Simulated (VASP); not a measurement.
# Nb2Br (P6_422) in VASP: single point with r2SCAN

Aim: the single point of Nb2Br with r2SCAN.

Program: VASP 6.6.1. These are calculated values, not measurements. Logs are shortened: lines on timing, memory, paths and dates and some standing lists are left out, and cuts for length are marked.

**1. The cell of the first run**

It takes space group P6_422 (No. 181, hexagonal). Conventional cell: a = 4.987 Å, b = 4.987 Å, c = 6.791 Å, α = 90.00°, β = 90.00°, γ = 120.00°. Br (site symmetry 222) has 10 Nb at 2.71 to 2.97 Å and 4 Br at 3.37 Å within 3.6 Å. Within 3.5 Å of Nb (site symmetry 2) lie 9 Nb at 2.64 to 3.48 Å and 5 Br at 2.71 to 2.97 Å.

**2. Single point, r2SCAN**

File POSCAR:

```
Nb2Br
1.0
    4.9870806720      0.0000000000      0.0000000000
   -2.4935403360      4.3189385527      0.0000000000
    0.0000000000      0.0000000000      6.7910316001
Br Nb
3 6
Direct
    0.5000000000      0.5000000000      0.1666666667
    0.0000000000      0.5000000000      0.8333333333
    0.5000000000      0.0000000000      0.5000000000
    0.8433165467      0.1566834533      0.1666666667
    0.6866330934      0.8433165467      0.8333333333
    0.8433165467      0.6866330934      0.5000000000
    0.1566834533      0.8433165467      0.1666666667
    0.3133669066      0.1566834533      0.8333333333
    0.1566834533      0.3133669066      0.5000000000
```

File INCAR.step1:

```
SYSTEM = Nb2Br
ALGO = Normal
EDIFF = 1E-4
ENCUT = 520
GGA = PE
ISMEAR = -1
LASPH = .True.
LCHARG = .False.
LREAL = .False.
LWAVE = .True.
NBANDS = 60
NELM = 80
PREC = Accurate
SIGMA = 0.0996
```

File INCAR.step2:

```
SYSTEM = Nb2Br
ALGO = Normal
EDIFF = 1E-7
ENCUT = 520
ISIF = 2
ISMEAR = -1
ISTART = 1
LASPH = .True.
LCHARG = .True.
LELF = .True.
LMIXTAU = .True.
LREAL = .False.
LVHAR = .True.
LWAVE = .False.
METAGGA = R2SCAN
NBANDS = 60
NELM = 80
PREC = Accurate
SIGMA = 0.0996
```

File KPOINTS:

```
k-points
0
Gamma
  7 7 5
  0 0 0
```

Potentials or basis: VASP PAW PBE potentials, release 64 (Br, Nb_sv).

The run is started by

```sh
$ cat potpaw_PBE.64/Br/POTCAR potpaw_PBE.64/Nb_sv/POTCAR > POTCAR
$ cp INCAR.step1 INCAR
$ mpirun -np 1 vasp_std > vasp.out
$ cp INCAR.step2 INCAR
$ mpirun -np 1 vasp_std > vasp.out
```

OUTCAR:

```text
SYSTEM = Nb2Br
   EDIFF = 1E-7
   ENCUT = 520
   ISIF = 2
   ISMEAR = -1
   ISTART = 1
   LASPH = .True.
   LREAL = .False.
   METAGGA = R2SCAN
   NELM = 80
   PREC = Accurate

 ion  position               nearest neighbor table
   1  0.500  0.500  0.167-   6 2.71   9 2.71   8 2.71   5 2.71   7 2.84   4 2.84   7 2.84   4 2.84

   2  0.000  0.500  0.833-   6 2.71   9 2.71   7 2.71   4 2.71   8 2.84   5 2.84   8 2.84   5 2.84

   3  0.500  0.000  0.500-   5 2.71   8 2.71   7 2.71   4 2.71   9 2.84   6 2.84   9 2.84   6 2.84

   4  0.843  0.157  0.167-   9 2.64   5 2.64   7 2.71   3 2.71   2 2.71   1 2.84   1 2.84   7 2.97
                             7 2.97
   5  0.687  0.843  0.833-   6 2.64   4 2.64   8 2.71   3 2.71   1 2.71   2 2.84   2 2.84   8 2.97
                             8 2.97
   6  0.843  0.687  0.500-   7 2.64   5 2.64   9 2.71   2 2.71   1 2.71   3 2.84   3 2.84   9 2.97
                             9 2.97
   7  0.157  0.843  0.167-   6 2.64   8 2.64   4 2.71   3 2.71   2 2.71   1 2.84   1 2.84   4 2.97
                             4 2.97
   8  0.313  0.157  0.833-   9 2.64   7 2.64   5 2.71   3 2.71   1 2.71   2 2.84   2 2.84   5 2.97
                             5 2.97
   9  0.157  0.313  0.500-   4 2.64   8 2.64   6 2.71   2 2.71   1 2.71   3 2.84   3 2.84   6 2.97
                             6 2.97

  LATTYP: Found a hexagonal cell.
 ALAT       =     4.9870806720
 C/A-ratio  =     1.3617248340

  Lattice vectors:

 A1 = (   4.9870806720,   0.0000000000,   0.0000000000)
 A2 = (  -2.4935403360,   4.3189385527,   0.0000000000)
 A3 = (   0.0000000000,   0.0000000000,   6.7910316001)

Analysis of symmetry for initial positions (statically):
=====================================================================
 Subroutine PRICEL returns:
 Original cell was already a primitive cell.

 Routine SETGRP: Setting up the symmetry group for a
 hexagonal supercell.

 Subroutine GETGRP returns: Found 12 space group operations
 (whereof  4 operations were pure point group operations)
 out of a pool of 24 trial point group operations.

The static configuration has the point symmetry D_2 .
 The point group associated with its full space group is D_6 .

Analysis of symmetry for dynamics (positions and initial velocities):
=====================================================================
 Subroutine PRICEL returns:
 Original cell was already a primitive cell.

 Routine SETGRP: Setting up the symmetry group for a
 hexagonal supercell.

 Subroutine GETGRP returns: Found 12 space group operations
 (whereof  4 operations were pure point group operations)
 out of a pool of 24 trial point group operations.

The dynamic configuration has the point symmetry D_2 .
 The point group associated with its full space group is D_6 .

 Subroutine INISYM returns: Found 12 space group operations
 (whereof  4 operations are pure point group operations),
 and found     1 'primitive' translations

----------------------------------------------------------------------------------------

                                     Primitive cell

  volume of cell :     146.2713

  direct lattice vectors                    reciprocal lattice vectors
     4.987080672  0.000000000  0.000000000     0.200518112  0.115769186  0.000000000
    -2.493540336  4.318938553  0.000000000     0.000000000  0.231538372  0.000000000
     0.000000000  0.000000000  6.791031600     0.000000000  0.000000000  0.147253033

  length of vectors
     4.987080672  4.987080672  6.791031600     0.231538372  0.231538372  0.147253033

  position of ions in fractional coordinates (direct lattice)
     0.500000000  0.500000000  0.166666667
     0.000000000  0.500000000  0.833333333
     0.500000000  0.000000000  0.500000000
     0.843316547  0.156683453  0.166666667
     0.686633093  0.843316547  0.833333333
     0.843316547  0.686633093  0.500000000
     0.156683453  0.843316547  0.166666667
     0.313366907  0.156683453  0.833333333
     0.156683453  0.313366907  0.500000000

  ion indices of the primitive-cell ions
   primitive index   ion index
                 1           1
                 2           2
                 3           3
                 4           4
                 5           5
                 6           6
                 7           7
                 8           8
                 9           9

----------------------------------------------------------------------------------------

 KPOINTS: k-points

Automatic generation of k-mesh.
 Grid dimensions read from file:
 generate k-points for:    7    7    5

 Generating k-lattice:

  Cartesian coordinates                     Fractional coordinates (reciprocal lattice)
     0.028645445  0.016538455  0.000000000     0.142857143  0.000000000  0.000000000
     0.000000000  0.033076910  0.000000000     0.000000000  0.142857143  0.000000000
     0.000000000  0.000000000  0.029450607     0.000000000  0.000000000  0.200000000

  Length of vectors
     0.033076910  0.033076910  0.029450607

  Shift w.r.t. Gamma in fractional coordinates (k-lattice)
     0.000000000  0.000000000  0.000000000

 Subroutine IBZKPT returns following result:
 ===========================================

 Found     24 irreducible k-points:

 Following reciprocal coordinates:
            Coordinates               Weight
  0.000000  0.000000  0.000000      1.000000
  0.142857  0.000000  0.000000      6.000000
  0.285714  0.000000  0.000000      6.000000
  0.428571  0.000000  0.000000      6.000000
  0.142857  0.142857  0.000000      6.000000
  0.285714  0.142857  0.000000     12.000000
[... 16 lines left out ...]
  0.428571  0.142857  0.400000     12.000000
  0.285714  0.285714  0.400000     12.000000
   k-points           NKPTS =     24   k-points in BZ     NKDIM =     24   number of bands    NBANDS=     60
   number of dos      NEDOS =    301   number of ions     NIONS =      9
   total plane-waves  NPLWV =  86400
   dimension x,y,z NGX =    40 NGY =   40 NGZ =   54
   dimension x,y,z NGXF=    80 NGYF=   80 NGZF=  108
   ions per type =               3   6
   NGX,Y,Z   is equivalent  to a cutoff of  13.33, 13.33, 13.22 a.u.
   NGXF,Y,Z  is equivalent  to a cutoff of  26.67, 26.67, 26.44 a.u.
 SYSTEM =  Nb2Br
   PREC   = accura    normal or accurate (medium, high low for compatibility)
   ISTART =      1    job   : 0-new  1-cont  2-samecut
   ICHARG =      0    charge: 1-file 2-atom 10-const
   ISPIN  =      1    spin polarized calculation?
   LNONCOLLINEAR =      F non collinear calculations
   LSORBIT =      F    spin-orbit coupling
   LASPH  =      T    aspherical Exc in radial PAW
   ENCUT  =  520.0 eV  38.22 Ry    6.18 a.u.   9.27  9.27 12.63*2*pi/ulx,y,z
   NELM   =     80;   NELMIN=  2; NELMDL=  0     # of ELM steps
   EDIFF  = 0.1E-06   stopping-criterion for ELM
   LREAL  =      F    real-space projection
   EDIFFG = 0.1E-05   stopping-criterion for IOM
   NSW    =      0    number of steps for IOM
   IBRION =     -1    ionic relax: 0-MD 1-quasi-New 2-CG
   NFREE  =      0    steps in history (QN), initial steepest desc. (CG)
   ISIF   =      2    stress and relaxation
   ISYM   =      2    0-nonsym 1-usesym 2-fastsym
   POTIM  = 0.5000    time-step for ionic-motion
   TEBEG  =    0.0;   TEEND  =   0.0 temperature during run
   PSTRESS=    0.0 pullay stress
   NELECT =      99.0000    total number of electrons
   NUPDOWN=      -1.0000    fix difference up-down
   EMIN   =  10.00;   EMAX   =-10.00  energy-range for DOS
   EFERMI =   0.00;   METHOD = LEGACY
   ISMEAR =    -1;   SIGMA  =   0.10  broadening in eV -4-tet -1-fermi 0-gaus
   EFERMI_NEDOS =   21; number of points for ismear=-14 and -15
   IALGO  =     38    algorithm
   IMIX   =      4    mixing-type and parameters
     AMIX     =   0.40;   BMIX     =  1.00
     AMIX_MAG =   1.60;   BMIX_MAG =  1.00
  volume/ion in A,a.u.               =      16.25       109.68
  Fermi-wavevector in a.u.,A,eV,Ry     =   1.437364  2.716225 28.109854  2.066016
  Thomas-Fermi vector in A             =   2.556450
   LORBIT       =      0    0 simple, 1 ext, 2 COOP (PROOUT), +10 PAW based schemes
   METAGGA = R2SCAN    functional components
   LHFCALC =     F    Hartree Fock is set to
   AEXX    =    0.0000 exact exchange contribution
   IVDW    =     0    specifies the selected vdW correction
   LEPSILON=     F    determine dielectric tensor
   LRPA    =     F    only Hartree local field effects (RPA)
 non-spin polarized calculation
  energy-cutoff  :      520.00
  volume of cell :      146.27
 maximum number of plane-waves:      3973
 NGX is ok and might be reduce to    40
   NGX = 19   NGY = 19   NGZ = 25

 number of electron      99.0000004 magnetization

 Free energy of the ion-electron system (eV)
  ---------------------------------------------------
  ext. energy  EPLUGINS =         0.00000000
  ---------------------------------------------------
  free energy    TOTEN  =      -182.99136819 eV

  energy without entropy =     -182.80306914  energy(sigma->0) =     -182.89721867

 E-fermi :  12.7578     XC(G=0): -13.5100

 val. band max:       12.7567948888   @ k =   0.4286   0.1429   0.4000
 cond. band min:      12.7589994737   @ k =   0.1429   0.1429   0.4000
 fundamental gap:      0.0022045849
 Fermi energy:        12.7578308510

 k-point     1 :       0.0000    0.0000    0.0000
  band No.  band energies     occupation
      1     -44.1445      2.00000
      2     -43.9094      2.00000
      3     -43.9094      2.00000
      4     -43.8620      2.00000
      5     -43.8620      2.00000
      6     -43.6802      2.00000
[... 52 lines left out ...]
     59      15.1029      0.00000
     60      15.9378      0.00000

 k-point     2 :       0.1429    0.0000    0.0000
  band No.  band energies     occupation
      1     -44.1357      2.00000
      2     -43.9082      2.00000
      3     -43.9076      2.00000
      4     -43.8660      2.00000
      5     -43.8632      2.00000
      6     -43.6872      2.00000
[... 1375 lines left out ...]
     59      15.3008      0.00000
     60      15.5739      0.00000

 k-point    24 :       0.2857    0.2857    0.4000
  band No.  band energies     occupation
      1     -44.0326      2.00000
      2     -43.9884      2.00000
      3     -43.9720      2.00000
      4     -43.8219      2.00000
      5     -43.7842      2.00000
      6     -43.7716      2.00000
[... 52 lines left out ...]
     59      15.6040      0.00000
     60      15.8315      0.00000

------------------------ aborting loop because EDIFF is reached ----------------------------------------

  FORCE on cell =-STRESS in cart. coord.  units (eV):
  Direction    XX          YY          ZZ          XY          YZ          ZX
  --------------------------------------------------------------------------------------
  -------------------------------------------------------------------------------------
  Total       18.1333084     18.1333084     18.1173922      0.0000000      0.0000000      0.0000000
  in kB      198.6225072    198.6225072    198.4481699      0.0000000      0.0000000      0.0000000
  external PRESSURE =     198.5643948 kB  Pullay stress =       0.0000000 kB

 VOLUME and BASIS-vectors are now :
 -----------------------------------------------------------------------------
  energy-cutoff  :      520.00
  volume of cell :      146.27
      direct lattice vectors                 reciprocal lattice vectors
     4.987080672  0.000000000  0.000000000     0.200518112  0.115769186  0.000000000
    -2.493540336  4.318938553  0.000000000     0.000000000  0.231538372  0.000000000
     0.000000000  0.000000000  6.791031600     0.000000000  0.000000000  0.147253033

 POSITION                                       TOTAL-FORCE (eV/Angst)
 -----------------------------------------------------------------------------------
      1.24677      2.15947      1.13184        -0.000000     -0.000000     -0.000000
     -1.24677      2.15947      5.65919        -0.000000      0.000000     -0.000000
      2.49354      0.00000      3.39552        -0.000000     -0.000000     -0.000000
      3.81499      0.67671      1.13184         0.004120     -0.002379      0.000000
      1.32145      3.64223      5.65919         0.004120      0.002379      0.000000
      2.49354      2.96553      3.39552        -0.000000      0.004758     -0.000000
     -1.32145      3.64223      1.13184        -0.004120      0.002379      0.000000
      1.17209      0.67671      5.65919        -0.004120     -0.002379      0.000000
     -0.00000      1.35341      3.39552        -0.000000     -0.004758     -0.000000
 -----------------------------------------------------------------------------------
    total drift:                               -0.000000      0.000000     -0.000001

  FREE ENERGIE OF THE ION-ELECTRON SYSTEM (eV)
  ---------------------------------------------------
  free  energy   TOTEN  =      -182.9913681921 eV

  energy  without entropy=     -182.8030691389  energy(sigma->0) =     -182.89721867
```

Wall time 30 min (1 thread of Intel Xeon Platinum 8375C at 2.90GHz (Ice Lake), shared host); peak memory 0.38 GiB.

What came out:

```yaml
Free_energy: -182.9914 eV
Pressure: 19.9 GPa
Largest_force: 0.005 eV/Å
Band_gap_on_the_k_mesh: zero (an odd number of electrons rules out a gap without spin polarisation)
```

Forces on the atoms (eV/Å):
```
Br   0.000  0.000  0.000
Br   0.000  0.000  0.000
Br   0.000  0.000  0.000
Nb   0.004 -0.002  0.000
Nb   0.004  0.002  0.000
Nb   0.000  0.005  0.000
Nb  -0.004  0.002  0.000
Nb  -0.004 -0.002  0.000
Nb   0.000 -0.005  0.000
```

Caveat: the cell stands under pressure; the PAW data sets were made with another functional, which shifts forces and pressure a little.
